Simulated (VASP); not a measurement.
# Ti (Pm-3m) in VASP: notebook

The runs below take Ti through single point, relaxation of cell and atoms, with PBEsol.

Program: VASP 6.6.1. These are calculated values, not measurements. Logs are shortened: lines on timing, memory, paths and dates and some standing lists are left out, and cuts for length are marked.

## (1) The cell of the first run

The structure is cubic, space group Pm-3m (No. 221). Conventional cell: a = 2.397 Å, b = 2.397 Å, c = 2.397 Å, α = 90.00°, β = 90.00°, γ = 90.00°. Within 3.2 Å of Ti (site symmetry m-3m) lie 6 Ti at 2.40 Å.

## (2) Single point, PBEsol

File INCAR:

```
SYSTEM = Ti
  PREC = Accurate
  ENCUT = 520
  EDIFF = 1E-6
  ISMEAR = -1
  SIGMA = 0.1
  LREAL = .FALSE.
  LASPH = .TRUE.
  NELM = 80
  ALGO = Normal
  ISIF = 2
  LWAVE = .FALSE.
  LCHARG = .FALSE.
  GGA = PS
  NBANDS = 12
```

File KPOINTS:

```
Automatic mesh
0
G
  16 16 16
  0 0 0
```

File POSCAR:

```
Ti
1.0
    2.3967599945      0.0000000000      0.0000000000
    0.0000000000      2.3967599945      0.0000000000
    0.0000000000      0.0000000000      2.3967599945
Ti
1
Direct
    0.0000000000      0.0000000000      0.0000000000
```

Potentials or basis: VASP PAW PBE potentials, release 64 (Ti_sv).

Launch:

```console
> cat potpaw_PBE.64/Ti_sv/POTCAR > POTCAR
> mpirun -np 1 vasp_std > vasp.out
```

OUTCAR:

```text
SYSTEM = Ti
   PREC = Accurate
   ENCUT = 520
   EDIFF = 1E-6
   ISMEAR = -1
   LREAL = .FALSE.
   LASPH = .TRUE.
   NELM = 80
   ISIF = 2
   GGA = PS

 ion  position               nearest neighbor table
   1  0.000  0.000  0.000-

  LATTYP: Found a simple cubic cell.
 ALAT       =     2.3967599945

  Lattice vectors:

 A1 = (   2.3967599945,   0.0000000000,   0.0000000000)
 A2 = (   0.0000000000,   2.3967599945,   0.0000000000)
 A3 = (   0.0000000000,   0.0000000000,   2.3967599945)

Analysis of symmetry for initial positions (statically):
=====================================================================
 Subroutine PRICEL returns:
 Original cell was already a primitive cell.

 Routine SETGRP: Setting up the symmetry group for a
 simple cubic supercell.

 Subroutine GETGRP returns: Found 48 space group operations
 (whereof 48 operations were pure point group operations)
 out of a pool of 48 trial point group operations.

The static configuration has the point symmetry O_h .

Analysis of symmetry for dynamics (positions and initial velocities):
=====================================================================
 Subroutine PRICEL returns:
 Original cell was already a primitive cell.

 Routine SETGRP: Setting up the symmetry group for a
 simple cubic supercell.

 Subroutine GETGRP returns: Found 48 space group operations
 (whereof 48 operations were pure point group operations)
 out of a pool of 48 trial point group operations.

The dynamic configuration has the point symmetry O_h .

 Subroutine INISYM returns: Found 48 space group operations
 (whereof 48 operations are pure point group operations),
 and found     1 'primitive' translations

----------------------------------------------------------------------------------------

                                     Primitive cell

  volume of cell :      13.7681

  direct lattice vectors                    reciprocal lattice vectors
     2.396759994  0.000000000  0.000000000     0.417229928  0.000000000  0.000000000
     0.000000000  2.396759994  0.000000000     0.000000000  0.417229928  0.000000000
     0.000000000  0.000000000  2.396759994     0.000000000  0.000000000  0.417229928

  length of vectors
     2.396759994  2.396759994  2.396759994     0.417229928  0.417229928  0.417229928

  position of ions in fractional coordinates (direct lattice)
     0.000000000  0.000000000  0.000000000
[... 81 lines left out ...]
   NFREE  =      0    steps in history (QN), initial steepest desc. (CG)
   ISIF   =      2    stress and relaxation
   ISYM   =      2    0-nonsym 1-usesym 2-fastsym
   POTIM  = 0.5000    time-step for ionic-motion
   TEBEG  =    0.0;   TEEND  =   0.0 temperature during run
   PSTRESS=    0.0 pullay stress
   NELECT =      12.0000    total number of electrons
   NUPDOWN=      -1.0000    fix difference up-down
   EMIN   =  10.00;   EMAX   =-10.00  energy-range for DOS
   EFERMI =   0.00;   METHOD = LEGACY
   ISMEAR =    -1;   SIGMA  =   0.10  broadening in eV -4-tet -1-fermi 0-gaus
   EFERMI_NEDOS =   21; number of points for ismear=-14 and -15
   IALGO  =     38    algorithm
   IMIX   =      4    mixing-type and parameters
     AMIX     =   0.40;   BMIX     =  1.00
     AMIX_MAG =   1.60;   BMIX_MAG =  1.00
  volume/ion in A,a.u.               =      13.77        92.91
  Fermi-wavevector in a.u.,A,eV,Ry     =   1.563786  2.955127 33.272056  2.445427
  Thomas-Fermi vector in A             =   2.666506
   LORBIT       =      0    0 simple, 1 ext, 2 COOP (PROOUT), +10 PAW based schemes
   GGA     = PS    functional components
   LHFCALC =     F    Hartree Fock is set to
   AEXX    =    0.0000 exact exchange contribution
   IVDW    =     0    specifies the selected vdW correction
   LEPSILON=     F    determine dielectric tensor
   LRPA    =     F    only Hartree local field effects (RPA)
 non-spin polarized calculation
  energy-cutoff  :      520.00
  volume of cell :       13.77
 maximum number of plane-waves:       384
 NGX is ok and might be reduce to    18
   NGX =  9   NGY =  9   NGZ =  9

 number of electron      11.9999995 magnetization

 Free energy of the ion-electron system (eV)
  ---------------------------------------------------
  ext. energy  EPLUGINS =         0.00000000
  ---------------------------------------------------
  free energy    TOTEN  =        -7.24205384 eV

  energy without entropy =       -7.19306929  energy(sigma->0) =       -7.21756156

 E-fermi :  10.6790     XC(G=0): -12.6914

 val. band max:       10.6734321505   @ k =   0.3125   0.3125   0.3125
 cond. band min:      10.7417369713   @ k =   0.4375   0.4375   0.0625
 fundamental gap:      0.0683048208
 Fermi energy:        10.6789578194

 k-point     1 :       0.0000    0.0000    0.0000
  band No.  band energies     occupation
      1     -45.5080      2.00000
      2     -20.7551      2.00000
      3     -20.7551      2.00000
      4     -20.7551      2.00000
      5       4.4691      2.00000
      6       8.6514      2.00000
      7       8.6514      2.00000
      8      16.0128      0.00000
      9      16.0128      0.00000
     10      16.0128      0.00000
     11      29.8004      0.00000
     12      29.8004      0.00000
[... 331 lines left out ...]
 k-point    24 :       0.5000    0.1250    0.0000
  band No.  band energies     occupation
      1     -45.1115      2.00000
      2     -22.6665      2.00000
      3     -20.8529      2.00000
      4     -20.5466      2.00000
      5       9.3372      2.00000
      6       9.8722      1.99937
      7      10.2309      1.97760
      8      13.3108      0.00000
      9      14.2521      0.00000
     10      15.8663      0.00000
     11      20.8011      0.00000
     12      29.3670      0.00000

 [... further k-points ...]

------------------------ aborting loop because EDIFF is reached ----------------------------------------

  FORCE on cell =-STRESS in cart. coord.  units (eV):
  Direction    XX          YY          ZZ          XY          YZ          ZX
  --------------------------------------------------------------------------------------
  -------------------------------------------------------------------------------------
  Total        2.5800111      2.5800111      2.5800111      0.0000000      0.0000000     -0.0000000
  in kB      300.2330619    300.2330619    300.2330619      0.0000000      0.0000000     -0.0000000
  external PRESSURE =     300.2330619 kB  Pullay stress =       0.0000000 kB

 VOLUME and BASIS-vectors are now :
 -----------------------------------------------------------------------------
  energy-cutoff  :      520.00
  volume of cell :       13.77
      direct lattice vectors                 reciprocal lattice vectors
     2.396759994  0.000000000  0.000000000     0.417229928  0.000000000  0.000000000
     0.000000000  2.396759994  0.000000000     0.000000000  0.417229928  0.000000000
     0.000000000  0.000000000  2.396759994     0.000000000  0.000000000  0.417229928

 POSITION                                       TOTAL-FORCE (eV/Angst)
 -----------------------------------------------------------------------------------
      0.00000      0.00000      0.00000         0.000000      0.000000      0.000000
 -----------------------------------------------------------------------------------
    total drift:                                0.000000      0.000000     -0.000000

  FREE ENERGIE OF THE ION-ELECTRON SYSTEM (eV)
  ---------------------------------------------------
  free  energy   TOTEN  =        -7.2420538393 eV

  energy  without entropy=       -7.1930692889  energy(sigma->0) =       -7.21756156
```

OSZICAR:

```text
N       E                     dE             d eps       ncg     rms          rms(c)
DAV:   1     0.887881157671E+02    0.88788E+02   -0.65792E+03  3964   0.127E+03
DAV:   2    -0.380590111078E+01   -0.92594E+02   -0.89438E+02  4080   0.302E+02
DAV:   3    -0.756468445233E+01   -0.37588E+01   -0.36705E+01  5100   0.639E+01
DAV:   4    -0.765363410239E+01   -0.88950E-01   -0.88608E-01  4476   0.824E+00
DAV:   5    -0.765599375957E+01   -0.23597E-02   -0.23591E-02  4696   0.114E+00    0.116E+01
DAV:   6    -0.720271131439E+01    0.45328E+00   -0.10407E+00  4448   0.149E+01    0.421E+00
DAV:   7    -0.721913976076E+01   -0.16428E-01   -0.76023E-02  5092   0.327E+00    0.188E+00
DAV:   8    -0.724225610126E+01   -0.23116E-01   -0.58835E-02  4296   0.247E+00    0.960E-02
DAV:   9    -0.724207092320E+01    0.18518E-03   -0.41315E-03  4672   0.666E-01    0.130E-01
DAV:  10    -0.724206853960E+01    0.23836E-05   -0.60010E-04  4056   0.246E-01    0.497E-02
DAV:  11    -0.724205313889E+01    0.15401E-04   -0.57118E-05  4444   0.104E-01    0.712E-03
DAV:  12    -0.724205383935E+01   -0.70046E-06   -0.18665E-06  4208   0.135E-02
   1 F= -.72420538E+01 E0= -.72175616E+01  d E =-.489846E-01
```

stdout:

```text
POSCAR found type information on POSCAR Ti
 POSCAR found :  1 types and       1 ions
 scaLAPACK will be used
 -----------------------------------------------------------------------------
|                                                                             |
|                                                                             |
|     You enforced a specific xc type in the INCAR file but a different       |
|     I HOPE YOU KNOW WHAT YOU ARE DOING!                                     |
|                                                                             |
 -----------------------------------------------------------------------------

 LDA part: xc-table for (Slater+PW92), standard interpolation
 POSCAR, INCAR and KPOINTS ok, starting setup
 FFT: planning ... GRIDC
 FFT: planning ... GRID_SOFT
 FFT: planning ... GRID
 WAVECAR not read
 entering main loop
```

Run time: 32 s. Hardware: 1 thread of AMD EPYC 7R13, shared host; peak memory 0.11 GiB.

What came out:

```
Free energy            : -7.2421 eV
Pressure               : 30.0 GPa
Band gap on the k mesh : zero (band 6 reaches 11.48 eV, above the bottom of band 7 at 8.61 eV)
```

Caveat: the PAW data sets were made with another functional, which shifts forces and pressure a little.

## (3) Single point, PBEsol

File INCAR:

```
PREC = Accurate
ENCUT = 520
EDIFF = 1E-6
ISMEAR = -1
SIGMA = 0.1
LREAL = F
LASPH = T
NELM = 100
ALGO = Normal
ISIF = 2
LWAVE = F
LCHARG = F
GGA = PS
NBANDS = 12
```

File KPOINTS:

```
Automatic mesh
0
Gamma
  16 16 16
```

POSCAR is that of step 2.

Potentials or basis: VASP PAW PBE potentials, release 64 (Ti_sv).

Launch:

```console
> cat potpaw_PBE.64/Ti_sv/POTCAR > POTCAR
> mpirun -np 1 vasp_std > vasp.out
```

Run time: 38 s. Hardware: 1 thread of AMD EPYC 7R13, shared host; peak memory 0.11 GiB.

Results (log left out):

- Free energy: -7.2421 eV
- Pressure: 30.0 GPa
- Band gap on the k mesh: zero (band 6 reaches 11.48 eV, above the bottom of band 7 at 8.61 eV)

Levels at points of the mesh, in eV from the Fermi level:
| k point | band 3 | band 4 | band 5 | band 6 | band 7 | band 8 | band 9 | band 10 |
| --- | --- | --- | --- | --- | --- | --- | --- | --- |
| (0.00, 0.00, 0.00) | -31.43 | -31.43 | -6.21 | -2.03 | -2.03 | 5.33 | 5.33 | 5.33 |
| (0.50, 0.00, 0.00) | -31.25 | -31.25 | -1.79 | -1.00 | 0.35 | 2.54 | 2.54 | 5.59 |
| (0.50, 0.50, 0.00) | -33.05 | -31.08 | -4.17 | -0.02 | 3.18 | 3.18 | 7.03 | 7.27 |
| (0.50, 0.50, 0.50) | -32.76 | -32.76 | -2.07 | -2.07 | -2.07 | 7.18 | 7.18 | 9.42 |

Caveat: the PAW data sets were made with another functional, which shifts forces and pressure a little.

## (4) Relaxation of cell and atoms, PBEsol, target pressure 30 GPa, at which the enthalpy is minimised

File INCAR:

```
SYSTEM = Ti
ALGO = Normal
EDIFF = 1E-6
EDIFFG = -0.005
ENCUT = 600
GGA = PS
IBRION = 2
ISIF = 3
ISMEAR = -1
LASPH = .TRUE.
LCHARG = .FALSE.
LREAL = .FALSE.
LWAVE = .FALSE.
NELM = 60
NSW = 32
PREC = Accurate
PSTRESS = 300.0
SIGMA = 0.1
```

File KPOINTS:

```
k-points
0
G
  16 16 16
  0 0 0
```

POSCAR is that of step 3.

Launch:

```console
> cat potpaw_PBE.64/Ti_sv/POTCAR > POTCAR
> mpirun -np 1 vasp_std > vasp.out
```

Run time: 43 s. Hardware: 1 thread of AMD EPYC 7R13, shared host; peak memory 0.12 GiB.

It converged, with:

| Property | Result |
| --- | --- |
| Free energy | -7.2418 eV |
| Pressure after relaxing | 30.0 GPa |
| Band gap on the k mesh | zero (band 6 reaches 11.48 eV, above the bottom of band 7 at 8.61 eV) |

Final structure:
```
Ti
1.0
     2.39676    0.00000    0.00000
     0.00000    2.39676    0.00000
     0.00000    0.00000    2.39676
Ti
1
Direct
  0.00000 0.00000 0.00000
```

Levels at points of the mesh, in eV from the Fermi level:
```csv
k point,band 3,band 4,band 5,band 6,band 7,band 8,band 9,band 10
"(0.00, 0.00, 0.00)",-31.43,-31.43,-6.21,-2.03,-2.03,5.33,5.33,5.33
"(0.50, 0.00, 0.00)",-31.25,-31.25,-1.79,-1.00,0.35,2.54,2.54,5.59
"(0.50, 0.50, 0.00)",-33.05,-31.08,-4.17,-0.02,3.18,3.18,7.03,7.27
"(0.50, 0.50, 0.50)",-32.76,-32.76,-2.07,-2.07,-2.07,7.18,7.18,9.42
```

Caveat: the relaxation stopped at its first step, so nothing moved; the cell is relaxed towards a set pressure, so the enthalpy falls and the energy may rise; the PAW data sets were made with another functional, which shifts forces and pressure a little.
